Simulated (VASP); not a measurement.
# HfB2 (P6/mmm) in VASP: a series of runs

The runs below take HfB2 through single point, with PBE, BLYP+D4.

Everything below comes from runs of VASP 6.6.1. Logs are shortened: lines on timing, memory, paths and dates and some standing lists are left out, and cuts for length are marked.

### Step 1. The cell of the first run

The structure is hexagonal, space group P6/mmm (No. 191). Conventional cell: a = 3.140 Å, b = 3.140 Å, c = 3.480 Å, α = 90.00°, β = 90.00°, γ = 120.00°. Within 3.3 Å of Hf (site symmetry 6/mmm) lie 12 B at 2.51 Å and 6 Hf at 3.14 Å. Within 2.4 Å of B (site symmetry -6m2) lie 3 B at 1.81 Å.

### Step 2. Single point, PBE

Contents of INCAR:

```
SYSTEM = HfB2
PREC = Accurate
ENCUT = 520
EDIFF = 1E-6
ISMEAR = -1
SIGMA = 0.03
LREAL = .FALSE.
LASPH = .TRUE.
NELM = 100
ALGO = Normal
ISIF = 2
LWAVE = .FALSE.
LCHARG = .TRUE.
GGA = PE
LELF = .TRUE.
LVHAR = .TRUE.
NBANDS = 15
```

Contents of KPOINTS:

```
regular mesh
0
G
  7 7 6
  0 0 0
```

Contents of POSCAR:

```
HfB2
1.0
    3.1400000000      0.0000000000      0.0000000000
   -1.5700000000      2.7193197679      0.0000000000
    0.0000000000      0.0000000000      3.4800000000
Hf B
1 2
Direct
    0.0000000000      0.0000000000      0.0000000000
    0.6666666667      0.3333333333      0.5000000000
    0.3333333333      0.6666666667      0.5000000000
```

Potentials or basis: VASP PAW PBE potentials, release 64 (Hf_pv, B).

Started as:

```sh
$ cat potpaw_PBE.64/Hf_pv/POTCAR potpaw_PBE.64/B/POTCAR > POTCAR
$ mpirun -np 1 vasp_std > vasp.out
```

OUTCAR:

```text
SYSTEM = HfB2
   PREC = Accurate
   ENCUT = 520
   EDIFF = 1E-6
   ISMEAR = -1
   LREAL = .FALSE.
   LASPH = .TRUE.
   NELM = 100
   ISIF = 2
   GGA = PE

 ion  position               nearest neighbor table
   1  0.000  0.000  0.000-   2 2.51   3 2.51   2 2.51   3 2.51   2 2.51   2 2.51   3 2.51   3 2.51
                             2 2.51   2 2.51   3 2.51   3 2.51
   2  0.667  0.333  0.500-   3 1.81   3 1.81   3 1.81   1 2.51   1 2.51   1 2.51   1 2.51   1 2.51
                             1 2.51
   3  0.333  0.667  0.500-   2 1.81   2 1.81   2 1.81   1 2.51   1 2.51   1 2.51   1 2.51   1 2.51
                             1 2.51

  LATTYP: Found a hexagonal cell.
 ALAT       =     3.1400000000
 C/A-ratio  =     1.1082802548

  Lattice vectors:

 A1 = (   3.1400000000,   0.0000000000,   0.0000000000)
 A2 = (  -1.5700000000,   2.7193197679,   0.0000000000)
 A3 = (   0.0000000000,   0.0000000000,   3.4800000000)

Analysis of symmetry for initial positions (statically):
=====================================================================
 Subroutine PRICEL returns:
 Original cell was already a primitive cell.

 Routine SETGRP: Setting up the symmetry group for a
 hexagonal supercell.

 Subroutine GETGRP returns: Found 24 space group operations
 (whereof 24 operations were pure point group operations)
 out of a pool of 24 trial point group operations.

The static configuration has the point symmetry D_6h.

Analysis of symmetry for dynamics (positions and initial velocities):
=====================================================================
 Subroutine PRICEL returns:
 Original cell was already a primitive cell.

 Routine SETGRP: Setting up the symmetry group for a
 hexagonal supercell.

 Subroutine GETGRP returns: Found 24 space group operations
 (whereof 24 operations were pure point group operations)
 out of a pool of 24 trial point group operations.

The dynamic configuration has the point symmetry D_6h.

 Subroutine INISYM returns: Found 24 space group operations
 (whereof 24 operations are pure point group operations),
 and found     1 'primitive' translations

----------------------------------------------------------------------------------------

                                     Primitive cell

  volume of cell :      29.7146

  direct lattice vectors                    reciprocal lattice vectors
     3.140000000  0.000000000  0.000000000     0.318471338  0.183869512  0.000000000
    -1.570000000  2.719319768  0.000000000     0.000000000  0.367739025  0.000000000
     0.000000000  0.000000000  3.480000000     0.000000000  0.000000000  0.287356322

  length of vectors
[... 93 lines left out ...]
   TEBEG  =    0.0;   TEEND  =   0.0 temperature during run
   PSTRESS=    0.0 pullay stress
   NELECT =      16.0000    total number of electrons
   NUPDOWN=      -1.0000    fix difference up-down
   EMIN   =  10.00;   EMAX   =-10.00  energy-range for DOS
   EFERMI =   0.00;   METHOD = LEGACY
   ISMEAR =    -1;   SIGMA  =   0.03  broadening in eV -4-tet -1-fermi 0-gaus
   EFERMI_NEDOS =   21; number of points for ismear=-14 and -15
   IALGO  =     38    algorithm
   IMIX   =      4    mixing-type and parameters
     AMIX     =   0.40;   BMIX     =  1.00
     AMIX_MAG =   1.60;   BMIX_MAG =  1.00
  volume/ion in A,a.u.               =       9.90        66.84
  Fermi-wavevector in a.u.,A,eV,Ry     =   1.331860  2.516850 24.134693  1.773850
  Thomas-Fermi vector in A             =   2.460838
   LORBIT       =      0    0 simple, 1 ext, 2 COOP (PROOUT), +10 PAW based schemes
   GGA     = PE    functional components
   LHFCALC =     F    Hartree Fock is set to
   AEXX    =    0.0000 exact exchange contribution
   IVDW    =     0    specifies the selected vdW correction
   LEPSILON=     F    determine dielectric tensor
   LRPA    =     F    only Hartree local field effects (RPA)
 non-spin polarized calculation
  energy-cutoff  :      520.00
  volume of cell :       29.71
 maximum number of plane-waves:       816
 NGX is ok and might be reduce to    24
   NGX = 11   NGY = 11   NGZ = 13

 number of electron      15.9999998 magnetization

 Free energy of the ion-electron system (eV)
  ---------------------------------------------------
  ext. energy  EPLUGINS =         0.00000000
  ---------------------------------------------------
  free energy    TOTEN  =       -26.39403294 eV

  energy without entropy =      -26.39296858  energy(sigma->0) =      -26.39350076

 E-fermi :   7.4632     XC(G=0): -12.5971

 val. band max:        7.4604779683   @ k =   0.4286   0.1429   0.0000
 cond. band min:       7.6489800375   @ k =   0.1429   0.1429   0.1667
 fundamental gap:      0.1885020692
 Fermi energy:         7.4632499729

 k-point     1 :       0.0000    0.0000    0.0000
  band No.  band energies     occupation
      1     -22.9618      2.00000
      2     -22.4615      2.00000
      3     -22.4615      2.00000
      4      -6.0858      2.00000
      5       4.6690      2.00000
      6       4.7711      2.00000
      7       4.7711      2.00000
      8       4.8848      2.00000
      9      11.6987      0.00000
     10      11.6987      0.00000
     11      12.3328      0.00000
     12      12.3328      0.00000
     13      12.6601      0.00000
     14      12.6601      0.00000
[... 401 lines left out ...]
      2     -22.9901      2.00000
      3     -22.8510      2.00000
      4      -1.9672      2.00000
      5      -0.5452      2.00000
      6       1.6339      2.00000
      7       4.3409      2.00000
      8       4.6940      2.00000
      9      11.4123      0.00000
     10      12.9147      0.00000
     11      13.0931      0.00000
     12      14.2669      0.00000
     13      14.5498      0.00000
     14      16.0928      0.00000
     15      17.7236      0.00000

 [... further k-points ...]
[... 5 lines left out ...]
  --------------------------------------------------------------------------------------
  -------------------------------------------------------------------------------------
  Total        0.1996241      0.1996241      0.1621773      0.0000000      0.0000000      0.0000000
  in kB       10.7635195     10.7635195      8.7444295      0.0000000      0.0000000      0.0000000
  external PRESSURE =      10.0904895 kB  Pullay stress =       0.0000000 kB

 VOLUME and BASIS-vectors are now :
 -----------------------------------------------------------------------------
  energy-cutoff  :      520.00
  volume of cell :       29.71
      direct lattice vectors                 reciprocal lattice vectors
     3.140000000  0.000000000  0.000000000     0.318471338  0.183869512  0.000000000
    -1.570000000  2.719319768  0.000000000     0.000000000  0.367739025  0.000000000
     0.000000000  0.000000000  3.480000000     0.000000000  0.000000000  0.287356322

 POSITION                                       TOTAL-FORCE (eV/Angst)
 -----------------------------------------------------------------------------------
      0.00000      0.00000      0.00000         0.000000      0.000000     -0.000000
      1.57000      0.90644      1.74000         0.000000      0.000000      0.000000
     -0.00000      1.81288      1.74000        -0.000000     -0.000000     -0.000000
 -----------------------------------------------------------------------------------
    total drift:                               -0.000000      0.000000      0.000000

  FREE ENERGIE OF THE ION-ELECTRON SYSTEM (eV)
  ---------------------------------------------------
  free  energy   TOTEN  =       -26.3940329363 eV

  energy  without entropy=      -26.3929685790  energy(sigma->0) =      -26.39350076
```

Run time: 7.3 s. Hardware: 1 thread of Intel Xeon 6975P-C, shared host; peak memory 0.15 GiB.

What came out:

```yaml
Free_energy: -26.3940 eV
Pressure: 1.0 GPa
Band_gap_on_the_k_mesh: zero (band 8 reaches 8.47 eV, above the bottom of band 9 at 7.46 eV)
```

Levels at points of the mesh, in eV from the Fermi level:
```tsv
k point	band 4	band 5	band 6	band 7	band 8	band 9	band 10	band 11	band 12	band 13
(0.00, 0.00, 0.00)	-13.55	-2.79	-2.69	-2.69	-2.58	4.24	4.24	4.87	4.87	5.20
(0.00, 0.00, 0.50)	-11.14	-8.16	-0.99	-0.99	0.52	0.52	1.21	1.21	2.44	5.28
```

Caveat: spin-orbit coupling is left out, which moves the levels of the heavy elements.

### Step 3. Single point, BLYP+D4 (atoms moved at random)

Contents of INCAR:

```
SYSTEM = HfB2
PREC = Accurate
ENCUT = 520
EDIFF = 1E-6
ISMEAR = -1
SIGMA = 0.025
LREAL = .FALSE.
LASPH = .TRUE.
NELM = 80
ALGO = Normal
ISIF = 2
LWAVE = .FALSE.
LCHARG = .TRUE.
GGA = B5
ALDAX = 1.0
AGGAX = 1.0
AGGAC = 1.0
ALDAC = 0.0
IVDW = 13
VDW_S6 = 1.0
VDW_S8 = 2.34076671
VDW_A1 = 0.44488865
VDW_A2 = 4.0933009
LELF = .TRUE.
LVHAR = .TRUE.
NBANDS = 15
```

Contents of KPOINTS:

```
regular mesh
0
G
  8 8 6
  0 0 0
```

Contents of POSCAR:

```
HfB2
1.0
    3.1400000000      0.0000000000      0.0000000000
   -1.5700000000      2.7193197679      0.0000000000
    0.0000000000      0.0000000000      3.4800000000
Hf B
1 2
Direct
   -0.0006327729      0.0000467074     -0.0020232525
    0.6660611862      0.3333943858      0.4979896266
    0.3327055868      0.6667189068      0.4979676259
```

Potentials or basis: VASP PAW PBE potentials, release 64 (Hf_pv, B).

Started as:

```sh
$ cat potpaw_PBE.64/Hf_pv/POTCAR potpaw_PBE.64/B/POTCAR > POTCAR
$ mpirun -np 1 vasp_std > vasp.out
```

It took 40 s on 1 thread of Intel Xeon 6975P-C, shared host; peak memory 0.18 GiB.

It converged, with:

```
Free energy                : -25.1130 eV
Pressure                   : -3.2 GPa
Band gap on the k mesh     : zero (band 8 reaches 8.98 eV, above the bottom of band 9 at 8.37 eV)
Dispersion energy per atom : -0.583 eV
```

Stress tensor (GPa, compression positive):
```
-3.69  0.00  0.00
 0.00 -3.69  0.00
 0.00  0.00 -2.31
```

Levels at points of the mesh, in eV from the Fermi level:
| k point | band 5 | band 6 | band 7 | band 8 | band 9 | band 10 | band 11 | band 12 |
| --- | --- | --- | --- | --- | --- | --- | --- | --- |
| (0.00, 0.00, 0.00) | -3.12 | -3.12 | -3.05 | -2.91 | 3.74 | 3.74 | 4.32 | 4.32 |
| (0.50, 0.00, 0.00) | -9.18 | -4.29 | -3.62 | -2.94 | 1.93 | 2.49 | 5.29 | 5.36 |
| (0.00, 0.50, 0.00) | -9.18 | -4.29 | -3.62 | -2.94 | 1.93 | 2.49 | 5.29 | 5.36 |
| (0.00, 0.00, 0.50) | -8.37 | -1.45 | -1.45 | 0.17 | 0.17 | 0.78 | 0.78 | 1.98 |
| (0.50, 0.00, 0.50) | -7.62 | -5.14 | -4.80 | -2.72 | 3.91 | 3.99 | 5.87 | 6.83 |
| (0.00, 0.50, 0.50) | -7.62 | -5.14 | -4.80 | -2.72 | 3.91 | 3.99 | 5.87 | 6.83 |

Caveat: the cell differs from its parent crystal (atoms moved at random); the PAW data sets were made with another functional, which shifts forces and pressure a little; spin-orbit coupling is left out, which moves the levels of the heavy elements; pairwise dispersion overbinds metals, which lowers pressure and volume.
